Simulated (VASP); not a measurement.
The system is GaSb.

```
CELL_PARAMETERS angstrom
0.00000 2.94324 3.16729
2.94324 0.00000 3.16729
2.94324 2.94324 0.00000
ATOMIC_POSITIONS crystal
Ga 0.00000 0.00000 0.00000
Sb 0.25000 0.25000 0.25000
```

This cell differs from its parent crystal: epitaxial xy strain -4.0%.

Base run:

* Program: VASP 6.6.1
* Functional: PBE
* Potentials or basis: VASP PAW PBE potentials, release 64 (Ga_d, Sb)
* Cutoff: 520 eV
* k mesh: 8 × 8 × 8
* Occupations: fermi-dirac, width 0.02 eV
* Spin: no spin polarisation

Its results: band gap on the k mesh 0.14 eV, direct; pressure 4.9 GPa.

**Question.** The run is repeated on the same cell with these changes: functional from PBE to r2SCAN. What comes out?

**Answer.** Band gap on the k mesh 0.52 eV, indirect (least direct gap 0.56 eV); pressure 3.0 GPa.

r2SCAN gives the wider gap, since meta-GGAs in the generalised Kohn-Sham scheme recover part of the derivative discontinuity.

Caveats: spin-orbit coupling is left out, which moves the levels of the heavy elements; the PAW data sets were made with another functional, which shifts forces and pressure a little (some runs).

A k mesh can miss the band edges.
